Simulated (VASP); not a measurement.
Fe: single point with PBEsol

The system is Fe.

```
Fe
1.0
     0.00000    1.94174    1.96511
     1.49844    0.00000    1.96511
     1.49844    1.94174    0.00000
Fe
1
Cartesian
  0.0000 0.0000 0.0000
```

```yaml
Program: VASP 6.6.1
Task: single point
Functional: PBEsol
Potentials_or_basis: VASP PAW PBE potentials, release 64 (Fe)
Cutoff: 520 eV
k_mesh: 11 × 11 × 11
Occupations: fermi-dirac, width 0.005 eV
Spin: collinear spin, ferromagnetic start
Starting_moments: "[3.0] μB"
```

```yaml
Pressure: -10.4 GPa
Net_moment: 2.22 μB per cell
Site_moments: Fe +2.21 μB
Valence_electrons_inside_the_program's_atomic_spheres: Fe 7.26
```

Stress tensor (GPa, compression positive):
```
-15.84   0.00   0.00
  0.00  -6.54   0.00
  0.00   0.00  -8.94
```

Levels at points of the mesh, in eV from the Fermi level:
Spin up:
```tsv
k point	band 2	band 3	band 4	band 5	band 6	band 7	band 8	band 9
(0.00, 0.00, 0.00)	-2.44	-2.35	-2.01	-1.27	-0.87	23.82	25.29	25.55
```
Spin down:
| k point | band 1 | band 2 | band 3 | band 4 | band 5 | band 6 |
| --- | --- | --- | --- | --- | --- | --- |
| (0.00, 0.00, 0.00) | -8.19 | -0.54 | -0.41 | 0.08 | 1.27 | 1.87 |

It took 120 s on 1 thread of AMD EPYC 7R13, with other jobs on the host, peak memory 0.14 GiB.

Caveat: the PAW data sets were made with another functional, which shifts forces and pressure a little.
